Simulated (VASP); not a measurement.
Runs of VASP 6.6.1 on BaTiO3. The structure is that of space group R3m (No. 160), or close to it. The cells are those of the table. 

```csv
task,cell,k mesh,k mesh for the DOS,occupations for the DOS,gap on the mesh (eV),pressure (GPa),largest force (eV/Å)
single point,"a = 4.060 Å, angles 89.7°, 5 atoms",6 × 6 × 6,-,-,2.59,1.6,0.09
single point,"a = 4.173 Å, angles 89.3°, 5 atoms",9 × 9 × 9,-,-,3.83,7.3,(a)
single point,"a = 4.100 Å, angles 89.6°, 5 atoms",6 × 6 × 6,-,-,(b),-1.1,0.10
single point,"a = 4.140 Å, angles 89.4°, 5 atoms",6 × 6 × 6,-,-,2.88,-3.2,0.11
single point,"a = 4.191 Å, angles 89.2°, 5 atoms",6 × 6 × 6,-,-,3.00,(c),0.13
```

Alike in all rows: level PBE; potentials or basis VASP PAW PBE potentials, release 64 (Ba_sv, Ti_sv, O); no spin polarisation; cutoff (eV) 520; smearing gaussian 0.02 eV.

Task: Estimate the missing entries.

Result: (a) 4.81; (b) 2.76; (c) -5.2.

Caveats: spin-orbit coupling is left out, which moves the levels of the heavy elements; forces of over 1 eV/Å act on the atoms, so gaps and moduli don't describe the material at rest (some runs).

A k mesh can miss the band edges, and the runs leave out spin-orbit coupling on Ba.
